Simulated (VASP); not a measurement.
Input of a VASP 6.6.1 run:

File INCAR:

```
ALGO = Normal
EDIFF = 1E-6
ENCUT = 910
GGA = PS
GGA_COMPAT = F
ISIF = 2
ISMEAR = -1
LASPH = T
LCHARG = F
LREAL = F
LWAVE = F
NBANDS = 28
NELM = 120
PREC = Accurate
SIGMA = 0.05
```

KPOINTS

```
k-points
0
Gamma
  6 6 6
```

File POSCAR:

```
BaZrO3
1.0
    4.1810436719      0.0000000000      0.0000000000
    0.0000000000      4.1810436719      0.0000000000
    0.0000000000      0.0000000000      4.1810436719
Ba Zr O
1 1 3
Direct
    0.0000000000      0.0000000000      0.0000000000
    0.5000000000      0.5000000000      0.5000000000
    0.5000000000      0.5000000000      0.0000000000
    0.5000000000      0.0000000000      0.5000000000
    0.0000000000      0.5000000000      0.5000000000
```

Potentials or basis: VASP PAW PBE potentials, release 64 (Ba_sv, Zr_sv, O_h).

Command:

```bash
$ cat potpaw_PBE.64/Ba_sv/POTCAR potpaw_PBE.64/Zr_sv/POTCAR potpaw_PBE.64/O_h/POTCAR > POTCAR
$ mpirun -np 1 vasp_std > vasp.out
```

Question: Predict the pressure.

Answer: 0.8 GPa.

Question: Estimate the band gap on the k mesh.

Answer: 3.13 eV, indirect (least direct gap 3.34 eV).

Caveat: the cutoff is under 1.25 times the usual one of these potentials, so pressure, stress and relaxed cells hold a basis-set (Pulay) error; the PAW data sets were made with another functional, which shifts forces and pressure a little; spin-orbit coupling is left out, which moves the levels of the heavy elements. A k mesh can miss the band edges.
